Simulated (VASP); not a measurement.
Wanted: the native input for a VASP 6.6.1 run.

```
Task                   : single point
Functional             : PBEsol
Potentials or basis    : VASP PAW PBE potentials, release 64 (O)
Cutoff                 : 520 eV
k mesh                 : 10 × 10 × 7
Occupations            : fermi-dirac, width 0.05 eV
Spin                   : no spin polarisation
Dipole correction      : no
Further INCAR settings : ALGO = Normal; EDIFF = 1e-06; NBANDS = 13
```

The structure of O lies in POSCAR:

```
O
1.0
    2.8128656582     -1.6399481055      0.0000000000
    2.8128656582      1.6399481055      0.0000000000
   -2.3621294444      0.0000000000      3.5977596782
O
2
Direct
    0.9745461700      0.9745461700      0.8444259800
    0.0254538300      0.0254538300      0.1555740200
```

These files were run (other wordings do the same):

INCAR

```
PREC     = Accurate       # precision mode
ENCUT    = 520            # plane-wave cutoff, eV
EDIFF    = 1E-6           # SCF threshold, eV
ISMEAR   = -1             # smearing method
SIGMA    = 0.05           # smearing width, eV
LREAL    = False          # projectors in reciprocal space
LASPH    = True           # aspherical terms in the spheres
NELM     = 80             # most SCF steps
ALGO     = Normal         # electronic algorithm
ISIF     = 2              # what is computed and relaxed
LWAVE    = False          # write WAVECAR
LCHARG   = True           # write CHGCAR
GGA      = PS             # functional
LELF     = True           # ELF
LVHAR    = True         
NBANDS   = 13             # bands
```

KPOINTS

```
Automatic mesh
0
Gamma
  10 10 7
```

Potentials or basis: VASP PAW PBE potentials, release 64 (O).

Launch:

```console
$ cat potpaw_PBE.64/O/POTCAR > POTCAR
$ mpirun -np 1 vasp_std > vasp.out
```

Results of the run:

```
Pressure               : 0.8 GPa
Largest force          : 1.749 eV/Å
Band gap on the k mesh : zero (bands 6 and 7 overlap by 0.30 eV)
```

Caveat: the standard files for N, O and F lose accuracy on very short bonds; spin is off for a triplet molecule; this functional lacks dispersion, which holds the molecules together, so the pressure and a relaxed volume are unreliable; the PAW data sets were made with another functional, which shifts forces and pressure a little.

Wall time 60 s on 1 thread of Intel Xeon 8259CL, on a shared host, peak memory 0.19 GiB.
